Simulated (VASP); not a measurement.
# SnO in VASP: single point with PBE+D3(BJ)

Aim: the single point of SnO with PBE+D3(BJ).

All numbers are computed with VASP 6.6.1; they aren't measurements. Logs are shortened: lines on timing, memory, paths and dates and some standing lists are left out, and cuts for length are marked.

### Step 1. The cell of the first run

The cell holds a slab with vacuum, 8 atoms: a = 3.820 Å, b = 3.820 Å, c = 22.226 Å, α = 90.00°, β = 90.00°, γ = 90.00°.

### Step 2. Single point, PBE+D3(BJ) (layers slid over each other)

Input file INCAR:

```
  PREC = Accurate
  ENCUT = 520
  EDIFF = 1E-6
  ISMEAR = 0
  SIGMA = 0.05
  LREAL = False
  LASPH = True
  NELM = 80
  ALGO = Normal
  ISIF = 2
  LWAVE = False
  LCHARG = False
  LDIPOL = True
  IDIPOL = 3
  DIPOL = 0.5 0.5 0.408
  GGA = PE
  IVDW = 12
  NBANDS = 50
```

Input file KPOINTS:

```
Automatic mesh
0
Gamma
  7 7 1
```

Input file POSCAR:

```
SnO
1.0
    3.8201630995      0.0000000000      0.0000000000
    0.0000000000      3.8201630995      0.0000000000
    0.0000000000      0.0000000000     22.2260821294
Sn O
4 4
Direct
    0.7500000000      0.2500000000      0.2024648327
    0.2500000000      0.7500000000      0.3087832136
    0.2500000000      1.0000000000      0.5067488278
   -0.2500000000      1.5000000000      0.6130672086
    0.2500000000      0.2500000000      0.2556240231
    0.7500000000      0.7500000000      0.2556240231
   -0.2500000000      1.0000000000      0.5599080182
    0.2500000000      1.5000000000      0.5599080182
```

Potentials or basis: VASP PAW PBE potentials, release 64 (Sn_d, O).

Command:

```bash
$ cat potpaw_PBE.64/Sn_d/POTCAR potpaw_PBE.64/O/POTCAR > POTCAR
$ mpirun -np 1 vasp_std > vasp.out
```

OUTCAR:

```text
PREC = Accurate
   ENCUT = 520
   EDIFF = 1E-6
   ISMEAR = 0
   LREAL = False
   LASPH = True
   NELM = 80
   ISIF = 2
   GGA = PE
   IVDW = 12
 IVDW          = 12

 ion  position               nearest neighbor table
   1  0.750  0.250  0.202-   5 2.25   6 2.25   6 2.25   5 2.25   2 3.59   2 3.59   2 3.59   2 3.59

   2  0.250  0.750  0.309-   5 2.25   6 2.25   5 2.25   6 2.25   1 3.59   1 3.59   1 3.59   1 3.59

   3  0.250  0.000  0.507-   7 2.25   8 2.25   8 2.25   7 2.25   4 3.59   4 3.59   4 3.59   4 3.59

   4  0.750  0.500  0.613-   7 2.25   8 2.25   7 2.25   8 2.25   3 3.59   3 3.59   3 3.59   3 3.59

   5  0.250  0.250  0.256-   1 2.25   1 2.25   2 2.25   2 2.25
   6  0.750  0.750  0.256-   1 2.25   1 2.25   2 2.25   2 2.25
   7  0.750  0.000  0.560-   3 2.25   3 2.25   4 2.25   4 2.25
   8  0.250  0.500  0.560-   3 2.25   3 2.25   4 2.25   4 2.25

  LATTYP: Found a simple tetragonal cell.
 ALAT       =     3.8201630995
 C/A-ratio  =     5.8180976965

  Lattice vectors:

 A1 = (   3.8201630995,   0.0000000000,   0.0000000000)
 A2 = (   0.0000000000,   3.8201630995,   0.0000000000)
 A3 = (   0.0000000000,   0.0000000000,  22.2260821294)

Analysis of symmetry for initial positions (statically):
=====================================================================
 Subroutine PRICEL returns:
 Original cell was already a primitive cell.

 Routine SETGRP: Setting up the symmetry group for a
 simple tetragonal supercell.

 Subroutine GETGRP returns: Found  4 space group operations
 (whereof  1 operations were pure point group operations)
 out of a pool of 16 trial point group operations.

The static configuration has the point symmetry C_1 .
 The point group associated with its full space group is C_2h.

Analysis of symmetry for dynamics (positions and initial velocities):
=====================================================================
 Subroutine PRICEL returns:
 Original cell was already a primitive cell.

 Routine SETGRP: Setting up the symmetry group for a
 simple tetragonal supercell.

 Subroutine GETGRP returns: Found  4 space group operations
 (whereof  1 operations were pure point group operations)
 out of a pool of 16 trial point group operations.

The dynamic configuration has the point symmetry C_1 .
 The point group associated with its full space group is C_2h.

 Subroutine INISYM returns: Found  4 space group operations
 (whereof  1 operations are pure point group operations),
 and found     1 'primitive' translations

----------------------------------------------------------------------------------------

                                     Primitive cell

  volume of cell :     324.3596

  direct lattice vectors                    reciprocal lattice vectors
     3.820163100  0.000000000  0.000000000     0.261768928  0.000000000  0.000000000
     0.000000000  3.820163100  0.000000000     0.000000000  0.261768928  0.000000000
     0.000000000  0.000000000 22.226082129     0.000000000  0.000000000  0.044992185

  length of vectors
     3.820163100  3.820163100 22.226082129     0.261768928  0.261768928  0.044992185

  position of ions in fractional coordinates (direct lattice)
     0.750000000  0.250000000  0.202464833
     0.250000000  0.750000000  0.308783214
     0.250000000  0.000000000  0.506748828
     0.750000000  0.500000000  0.613067209
     0.250000000  0.250000000  0.255624023
     0.750000000  0.750000000  0.255624023
     0.750000000  0.000000000  0.559908018
     0.250000000  0.500000000  0.559908018

  ion indices of the primitive-cell ions
   primitive index   ion index
                 1           1
                 2           2
                 3           3
                 4           4
                 5           5
                 6           6
                 7           7
                 8           8

----------------------------------------------------------------------------------------

 KPOINTS: Automatic mesh

Automatic generation of k-mesh.
 Grid dimensions read from file:
 generate k-points for:    7    7    1

 Generating k-lattice:

  Cartesian coordinates                     Fractional coordinates (reciprocal lattice)
     0.037395561  0.000000000  0.000000000     0.142857143  0.000000000  0.000000000
     0.000000000  0.037395561  0.000000000     0.000000000  0.142857143  0.000000000
     0.000000000  0.000000000  0.044992185     0.000000000  0.000000000  1.000000000

  Length of vectors
     0.037395561  0.037395561  0.044992185

  Shift w.r.t. Gamma in fractional coordinates (k-lattice)
     0.000000000  0.000000000  0.000000000

 Subroutine IBZKPT returns following result:
 ===========================================

 Found     16 irreducible k-points:

 Following reciprocal coordinates:
            Coordinates               Weight
  0.000000  0.000000  0.000000      1.000000
  0.142857  0.000000  0.000000      2.000000
  0.000000  0.142857  0.000000      2.000000
  0.285714  0.000000  0.000000      2.000000
  0.000000  0.285714  0.000000      2.000000
  0.428571  0.000000  0.000000      2.000000
[... 8 lines left out ...]
 -0.285714  0.428571  0.000000      4.000000
  0.428571  0.428571  0.000000      4.000000
   k-points           NKPTS =     16   k-points in BZ     NKDIM =     16   number of bands    NBANDS=     50
   number of dos      NEDOS =    301   number of ions     NIONS =      8
   total plane-waves  NPLWV = 131712
   dimension x,y,z NGX =    28 NGY =   28 NGZ =  168
   dimension x,y,z NGXF=    56 NGYF=   56 NGZF=  336
   ions per type =               4   4
   NGX,Y,Z   is equivalent  to a cutoff of  12.19, 12.19, 12.57 a.u.
   NGXF,Y,Z  is equivalent  to a cutoff of  24.37, 24.37, 25.13 a.u.
 SYSTEM =  unknown system
   PREC   = accura    normal or accurate (medium, high low for compatibility)
   ISTART =      0    job   : 0-new  1-cont  2-samecut
   ICHARG =      2    charge: 1-file 2-atom 10-const
   ISPIN  =      1    spin polarized calculation?
   LNONCOLLINEAR =      F non collinear calculations
   LSORBIT =      F    spin-orbit coupling
   LASPH  =      T    aspherical Exc in radial PAW
   ENCUT  =  520.0 eV  38.22 Ry    6.18 a.u.   7.10  7.10 41.33*2*pi/ulx,y,z
   NELM   =     80;   NELMIN=  2; NELMDL= -5     # of ELM steps
   EDIFF  = 0.1E-05   stopping-criterion for ELM
   LREAL  =      F    real-space projection
   EDIFFG = 0.1E-04   stopping-criterion for IOM
   NSW    =      0    number of steps for IOM
   IBRION =     -1    ionic relax: 0-MD 1-quasi-New 2-CG
   NFREE  =      0    steps in history (QN), initial steepest desc. (CG)
   ISIF   =      2    stress and relaxation
   ISYM   =      2    0-nonsym 1-usesym 2-fastsym
   POTIM  = 0.5000    time-step for ionic-motion
   TEBEG  =    0.0;   TEEND  =   0.0 temperature during run
   PSTRESS=    0.0 pullay stress
   NELECT =      80.0000    total number of electrons
   NUPDOWN=      -1.0000    fix difference up-down
   EMIN   =  10.00;   EMAX   =-10.00  energy-range for DOS
   EFERMI =   0.00;   METHOD = LEGACY
   ISMEAR =     0;   SIGMA  =   0.05  broadening in eV -4-tet -1-fermi 0-gaus
   EFERMI_NEDOS =   21; number of points for ismear=-14 and -15
   IALGO  =     38    algorithm
   IMIX   =      4    mixing-type and parameters
     AMIX     =   0.40;   BMIX     =  1.00
     AMIX_MAG =   1.60;   BMIX_MAG =  1.00
  volume/ion in A,a.u.               =      40.54       273.61
  Fermi-wavevector in a.u.,A,eV,Ry     =   1.026666  1.940118 14.341131  1.054043
  Thomas-Fermi vector in A             =   2.160571
   LORBIT       =      0    0 simple, 1 ext, 2 COOP (PROOUT), +10 PAW based schemes
   GGA     = PE    functional components
   LHFCALC =     F    Hartree Fock is set to
   AEXX    =    0.0000 exact exchange contribution
   IVDW    =    12    specifies the selected vdW correction
   LEPSILON=     F    determine dielectric tensor
   LRPA    =     F    only Hartree local field effects (RPA)
 non-spin polarized calculation
 Gauss-broadening in eV      SIGMA  =   0.05
  energy-cutoff  :      520.00
  volume of cell :      324.36
 maximum number of plane-waves:      8769
   NGX = 15   NGY = 15   NGZ = 83

 dipolmoment           0.000000      0.000000      0.000004 electrons x Angstroem

 number of electron      79.9999970 magnetization

 dipolmoment           0.000000      0.000000     -0.000000 electrons x Angstroem

 Free energy of the ion-electron system (eV)
  ---------------------------------------------------
  ext. energy  EPLUGINS =         0.00000000
  ---------------------------------------------------
  free energy    TOTEN  =       -45.15658557 eV

  energy without entropy =      -45.15658557  energy(sigma->0) =      -45.15658557

 E-fermi :   0.0613     XC(G=0):  -5.3382

 val. band max:       -0.2397595264   @ k =   0.1429   0.1429   0.0000
 cond. band min:       2.3309367432   @ k =   0.0000   0.0000   0.0000
 fundamental gap:      2.5706962696
 Fermi energy:         0.0613056249

 k-point     1 :       0.0000    0.0000    0.0000
  band No.  band energies     occupation
      1     -21.0484      2.00000
      2     -21.0484      2.00000
      3     -20.6878      2.00000
      4     -20.6877      2.00000
      5     -20.6502      2.00000
      6     -20.6499      2.00000
[... 42 lines left out ...]
     49       5.2158      0.00000
     50       5.2169      0.00000

 k-point     2 :       0.1429    0.0000    0.0000
  band No.  band energies     occupation
      1     -21.0395      2.00000
      2     -21.0395      2.00000
      3     -20.6884      2.00000
      4     -20.6884      2.00000
      5     -20.6517      2.00000
      6     -20.6517      2.00000
[... 42 lines left out ...]
     49       5.3224      0.00000
     50       5.5088      0.00000

 k-point     3 :       0.0000    0.1429    0.0000
  band No.  band energies     occupation
      1     -21.0395      2.00000
      2     -21.0394      2.00000
      3     -20.6884      2.00000
      4     -20.6884      2.00000
      5     -20.6520      2.00000
      6     -20.6517      2.00000
[... 42 lines left out ...]
     49       5.3935      0.00000
     50       5.4963      0.00000

 k-point     4 :       0.2857    0.0000    0.0000
  band No.  band energies     occupation
      1     -21.0146      2.00000
      2     -21.0145      2.00000
      3     -20.7850      2.00000
      4     -20.7848      2.00000
      5     -20.6560      2.00000
      6     -20.6560      2.00000
[... 575 lines left out ...]
 k-point    15 :      -0.2857    0.4286    0.0000
  band No.  band energies     occupation
      1     -20.9835      2.00000
      2     -20.9834      2.00000
      3     -20.9415      2.00000
      4     -20.9413      2.00000
      5     -20.6529      2.00000
      6     -20.6528      2.00000
[... 42 lines left out ...]
     49       5.7534      0.00000
     50       6.1383      0.00000

 k-point    16 :       0.4286    0.4286    0.0000
  band No.  band energies     occupation
      1     -20.9894      2.00000
      2     -20.9892      2.00000
      3     -20.9754      2.00000
      4     -20.9753      2.00000
      5     -20.6548      2.00000
      6     -20.6547      2.00000
[... 42 lines left out ...]
     49       6.1311      0.00000
     50       6.1823      0.00000

------------------------ aborting loop because EDIFF is reached ----------------------------------------

 vacuum level on the upper side and lower side of the slab       (xc-potential included)        -0.169        -0.169

 Edisp (eV)   -1.22169

 E8    (eV) :    -0.5399

  FORCE on cell =-STRESS in cart. coord.  units (eV):
  Direction    XX          YY          ZZ          XY          YZ          ZX
  --------------------------------------------------------------------------------------
  -------------------------------------------------------------------------------------
  Total       0.18317     0.21059     0.08909     0.00000     0.16514     0.00000
  in kB       0.90478     1.04020     0.44004     0.00000     0.81571     0.00000
  external pressure =        0.80 kB  Pullay stress =        0.00 kB

 VOLUME and BASIS-vectors are now :
 -----------------------------------------------------------------------------
  energy-cutoff  :      520.00
  volume of cell :      324.36
      direct lattice vectors                 reciprocal lattice vectors
     3.820163100  0.000000000  0.000000000     0.261768928  0.000000000  0.000000000
     0.000000000  3.820163100  0.000000000     0.000000000  0.261768928  0.000000000
     0.000000000  0.000000000 22.226082129     0.000000000  0.000000000  0.044992185

 POSITION                                       TOTAL-FORCE (eV/Angst)
 -----------------------------------------------------------------------------------
      2.86512      0.95504      4.50000         0.000000     -0.003093     -0.085266
      0.95504      2.86512      6.86304         0.000000     -0.016565      0.112514
      0.95504      0.00000     11.26304         0.000000      0.016565     -0.112514
      2.86512      1.91008     13.62608         0.000000      0.003093      0.085266
      0.95504      0.95504      5.68152         0.000000     -0.015578      0.002625
      2.86512      2.86512      5.68152         0.000000      0.006077      0.002767
      2.86512      0.00000     12.44456         0.000000     -0.006077     -0.002767
      0.95504      1.91008     12.44456         0.000000      0.015578     -0.002625
 -----------------------------------------------------------------------------------
    total drift:                                0.000000     -0.000000     -0.000005

  FREE ENERGIE OF THE ION-ELECTRON SYSTEM (eV)
  ---------------------------------------------------
  free  energy   TOTEN  =       -46.3782768565 eV

  energy  without entropy=      -46.3782768565  energy(sigma->0) =      -46.37827686

 vacuum level on the upper side and lower side of the slab         4.797         4.797
```

It took 9.9 min on 1 thread of AMD EPYC 7R13, shared host; peak memory 0.42 GiB.

Results:

```yaml
Free_energy: -46.3783 eV
Largest_force: 0.114 eV/Å
Band_gap_on_the_k_mesh: 2.57 eV (least direct gap 2.60 eV)
Dispersion_energy_per_atom: -0.153 eV
```

Forces in eV/Å, atoms in the order of the input:
```
Sn   0.000 -0.003 -0.085
Sn   0.000 -0.017  0.113
Sn   0.000  0.017 -0.113
Sn   0.000  0.003  0.085
O    0.000 -0.016  0.003
O    0.000  0.006  0.003
O    0.000 -0.006 -0.003
O    0.000  0.016 -0.003
```

Caveat: the cell differs from its parent crystal (layers slid over each other); spin-orbit coupling is left out, which moves the levels of the heavy elements.
